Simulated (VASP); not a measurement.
Input of a VASP 6.6.1 run:

INCAR

```
PREC = Accurate
ENCUT = 1300
EDIFF = 1E-6
ISMEAR = 0
SIGMA = 0.02
LREAL = False
LASPH = True
NELM = 120
ALGO = Normal
ISIF = 2
LWAVE = False
LCHARG = False
GGA = PS
NBANDS = 11
GGA_COMPAT = False
```

Contents of KPOINTS:

```
Automatic mesh
0
Gamma
  12 12 12
```

The input POSCAR:

```
C
1.0
    0.0000000000      1.7908546120      1.7908546120
    1.7908546120      0.0000000000      1.7908546120
    1.7908546120      1.7908546120      0.0000000000
C
2
Direct
    0.5000000000      0.5000000000      0.5000000000
    0.7500000000      0.7500000000      0.7500000000
```

Potentials or basis: VASP PAW PBE potentials, release 64 (C_h).

The run is started by

```sh
$ cat potpaw_PBE.64/C_h/POTCAR > POTCAR
$ mpirun -np 1 vasp_std > vasp.out
```

Predict the band gap on the k mesh.

4.01 eV (least direct gap 5.51 eV).

What does it give for the pressure?

-10.0 GPa.

Caveat: the cell differs from its parent crystal (strained); the cell stands under tension; the PAW data sets were made with another functional, which shifts forces and pressure a little. A k mesh can miss the band edges.
